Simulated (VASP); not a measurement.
Input of a VASP 6.6.1 run:

The input POSCAR:

```
LiF
1.0
    3.0810519536      0.0000000000      0.0000000000
   -1.5405259768      2.6682692622      0.0000000000
    0.0000000000      0.0000000000      4.7852337566
Li F
2 2
Direct
    0.3333333333      0.6666666667      0.3824388611
    0.6666666667      0.3333333333      0.8824388611
    0.3333333333      0.6666666667      0.9925591389
    0.6666666667      0.3333333333      0.4925591389
```

File INCAR.step1:

```
SYSTEM = LiF
ALGO = Normal
EDIFF = 1E-8
ENCUT = 500
GGA = PE
ISMEAR = 0
LASPH = .True.
LCHARG = .False.
LREAL = .False.
LWAVE = .True.
NELM = 80
PREC = Accurate
SIGMA = 0.01
```

Contents of INCAR.step2:

```
SYSTEM = LiF
ALGO = Exact
EDIFF = 1E-8
ENCUT = 500
GGA = PE
ISMEAR = 0
ISTART = 1
LASPH = .True.
LCHARG = .False.
LOPTICS = .True.
LREAL = .False.
LWAVE = .True.
NBANDS = 125
NELM = 1
PREC = Accurate
SIGMA = 0.01
```

File INCAR.step3:

```
SYSTEM = LiF
ALGO = EVGW0
EDIFF = 1E-8
ENCUT = 500
ENCUTGW = 120.0
GGA = PE
ISMEAR = 0
ISTART = 1
LASPH = .True.
LCHARG = .False.
LREAL = .False.
LWAVE = .False.
NBANDS = 125
NBANDSGW = 16
NELMGW = 1
NOMEGA = 96
OMEGAMAX = 20
PREC = Accurate
PRECFOCK = Fast
SIGMA = 0.01
```

KPOINTS

```
k-points
0
Gamma
  6 6 4
  0 0 0
```

Potentials or basis: VASP PAW PBE potentials, release 64 (Li_GW, F_GW).

Command:

```sh
$ cat potpaw_PBE.64/Li_GW/POTCAR potpaw_PBE.64/F_GW/POTCAR > POTCAR
$ cp INCAR.step1 INCAR
$ mpirun -np 1 vasp_std > vasp.out
$ cp INCAR.step2 INCAR
$ mpirun -np 1 vasp_std > vasp.out
$ cp INCAR.step3 INCAR
$ mpirun -np 1 vasp_std > vasp.out
```

(1) What does it give for the quasiparticle gap?

(2) What does it give for the least direct quasiparticle gap?

(3) Estimate the band gap of the starting levels on the mesh.

(4) Estimate the least direct gap of the starting levels on the mesh.

Results:

(1) 12.03 eV.

(2) 12.03 eV.

(3) 7.84 eV.

(4) 7.84 eV.

Caveat: the k points lie up to 0.39 Å⁻¹ apart; bands, screening cutoff and mesh are small and nothing is extrapolated, so the quasiparticle values aren't converged.
